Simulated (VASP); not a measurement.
CoO: single point with PBE

CoO:

```
Co O
1.0
     0.00000    2.13150    2.13150
     2.13150    0.00000    2.13150
     2.13150    2.13150    0.00000
Co O
1 1
Direct
  0.00000 0.00000 0.00000
  0.50000 0.50000 0.50000
```

| Property | Result |
| --- | --- |
| Program | VASP 6.6.1 |
| Task | single point |
| Functional | PBE |
| Potentials or basis | VASP PAW PBE potentials, release 64 (Co, O) |
| Cutoff | 520 eV |
| k mesh | 14 × 14 × 14 |
| Occupations | methfessel-paxton, width 0.15 eV |
| Spin | collinear spin, ferromagnetic start |
| Starting moments | [3.2, 0.0] μB |
| Dipole correction | no |
| Further INCAR settings | ALGO = Normal; EDIFF = 1e-06; NBANDS = 18 |

* Pressure: -2.2 GPa
* Net moment: 2.94 μB per cell
* Site moments: Co +2.58; O +0.31 μB
* Valence electrons inside the program's atomic spheres: Co 7.79; O 4.98

Levels at points of the mesh, in eV from the Fermi level:
Spin up:
```tsv
k point	band 6	band 7	band 8	band 9	band 10	band 11	band 12	band 13
(0.00, 0.00, 0.00)	-3.09	-3.08	-3.08	-3.08	1.00	16.86	18.12	18.12
(0.50, 0.00, 0.00)	-2.37	-1.82	0.10	0.10	5.08	9.33	13.43	13.43
(0.50, 0.50, 0.00)	-2.93	-2.44	-2.09	-2.09	5.86	9.82	11.67	15.73
```
Spin down:
| k point | band 4 | band 5 | band 6 | band 7 | band 8 | band 9 |
| --- | --- | --- | --- | --- | --- | --- |
| (0.00, 0.00, 0.00) | -2.52 | -1.09 | -1.09 | -1.09 | 0.07 | 0.07 |
| (0.50, 0.00, 0.00) | -4.58 | -0.12 | -0.12 | 0.18 | 2.70 | 2.70 |
| (0.50, 0.50, 0.00) | -3.77 | -2.20 | 0.12 | 0.12 | 0.54 | 0.99 |

Run time: 53 s on 1 thread of AMD EPYC 9R45 96-Core Processor (Zen 5), with other jobs on the host, peak memory 0.16 GiB.

Caveat: a cell with one magnetic atom can't hold antiferromagnetic order, which such compounds often take; semilocal functionals often make such compounds metallic where correlation or magnetic order opens a gap, which also shifts bond lengths. With open d or f shells a metallic result of PBE can be an artefact of self-interaction; +U or a hybrid may open a gap.
